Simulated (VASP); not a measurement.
Wanted: the native input for a VASP 6.6.1 run.

```
Task                   : single point
Functional             : PBE
Dispersion             : D3(BJ)
Potentials or basis    : VASP PAW PBE potentials, release 64 (B, N)
Cutoff                 : 520 eV
k mesh                 : 12 × 12 × 4
Occupations            : methfessel-paxton, width 0.05 eV
Spin                   : no spin polarisation
Dipole correction      : no
Further INCAR settings : ALGO = Normal; EDIFF = 1e-06; NBANDS = 16
```

The structure of BN lies in POSCAR:

```
BN
1.0
    2.5645052117      0.0000000000      0.0000000000
   -1.2822526059      2.1703573356      0.0000000000
    0.0000000000      0.0000000000      6.5923998870
B N
2 2
Direct
    0.0000000000      0.0000000000      0.5000000000
    0.3333333333      0.6666666667      0.0000000000
    0.0000000000      0.0000000000      0.0000000000
    0.6666666667      0.3333333333      0.5000000000
```

This cell differs from its parent crystal: atoms displaced along a vibrational mode, the cell strained.

The input as run:

INCAR

```
PREC = Accurate ; ENCUT = 520
EDIFF = 1E-6 ; ISMEAR = 1
SIGMA = 0.05 ; LREAL = False
LASPH = True ; NELM = 60
ALGO = Normal ; ISIF = 2
LWAVE = False ; LCHARG = True
GGA = PE ; IVDW = 12
LELF = True ; LVHAR = True
NBANDS = 16
```

KPOINTS

```
Automatic mesh
0
Gamma
  12 12 4
```

Potentials or basis: VASP PAW PBE potentials, release 64 (B, N).

Run with:

```console
$ cat potpaw_PBE.64/B/POTCAR potpaw_PBE.64/N/POTCAR > POTCAR
$ mpirun -np 1 vasp_std > vasp.out
```

Results of the run:

```
Pressure                   : -7.7 GPa
Largest force              : 0.244 eV/Å
Band gap on the k mesh     : 4.27 eV (least direct gap 4.37 eV)
Dispersion energy per atom : -0.139 eV
```

Caveat: the cell differs from its parent crystal (atoms displaced along a vibrational mode, the cell strained); the cell stands under tension.

Wall time 78 s on 1 thread of Intel Xeon 8259CL (shared host), peak memory 0.2 GiB.
